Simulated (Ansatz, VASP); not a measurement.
**One calculation of Mg3Sc, two programs**

```
Mg Sc
1.0
     4.51314    0.00000    0.00000
     0.00000    4.51314    0.00000
     0.00000    0.00000    4.51314
Mg Sc
3 1
Direct
  0.50000 0.50000 0.00000
  0.00000 0.50000 0.50000
  0.50000 0.00000 0.50000
  0.00000 0.00000 0.00000
```

Alike in both runs: task single point; functional LDA; k mesh 5 × 5 × 5; occupations gaussian, width 0.2 eV; no spin polarisation.

|  | VASP | Ansatz |
| --- | --- | --- |
| version | VASP 6.6.1 | Ansatz 0.2.0 |
| potentials or method | VASP PAW LDA potentials, release 64 (Mg, Sc_sv), cutoff 520 eV | plane waves, PAW |
| valence electrons in the cell | 17 | 41 |

```tsv
	VASP	Ansatz	Ansatz less VASP
pressure (GPa)	-3.1	-2.8	+0.22
```

LDA's correlation is that of Perdew and Zunger in VASP and of Perdew and Wang (1992) in Ansatz. VASP's potentials hold 17 valence electrons a cell and Ansatz's 41, so a difference there can come from the potentials and not from the codes.
